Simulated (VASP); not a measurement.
The system is Zr.

```
CELL_PARAMETERS angstrom
3.23200 0.00000 0.00000
-1.61600 2.79899 0.00000
0.00000 0.00000 5.14700
ATOMIC_POSITIONS crystal
Zr 0.33333 0.66667 0.25000
Zr 0.66667 0.33333 0.75000
```

| Quantity | Value |
| --- | --- |
| Program | VASP 6.6.1 |
| Task | relaxation of volume and atoms at fixed shape |
| Functional | PBEsol |
| Potentials or basis | VASP PAW PBE potentials, release 64 (Zr_sv) |
| Cutoff | 600 eV |
| k mesh | 9 × 9 × 5 |
| Occupations | gaussian, width 0.1 eV |
| Spin | no spin polarisation |

At the start: pressure -3.2 GPa; volume 23.28 Å³/atom.

Q: How do energy, volume and symmetry change on relaxing?

A: Over 3 steps the energy falls by 8.0 meV/atom and the volume is 22.51 Å³/atom (-3.3 %); space group P6_3/mmc (No. 194, to 0.05 Å).

The path:
| step | energy change (eV) | largest force (eV/Å) | pressure (GPa) | volume (Å³) |
| --- | --- | --- | --- | --- |
| 1 | 0.0000 | 0.0000 | -3.21 | 46.56 |
| 2 | 0.0007 | 0.0000 | 3.56 | 43.49 |
| 3 | -0.0160 | 0.0000 | -0.02 | 45.02 |

Final structure:
```
CELL_PARAMETERS angstrom
3.19587 0.00000 0.00000
-1.59794 2.76770 0.00000
0.00000 0.00000 5.08946
ATOMIC_POSITIONS crystal
Zr 0.33333 0.66667 0.25000
Zr 0.66667 0.33333 0.75000
```

Caveat: the PAW data sets were made with another functional, which shifts forces and pressure a little.
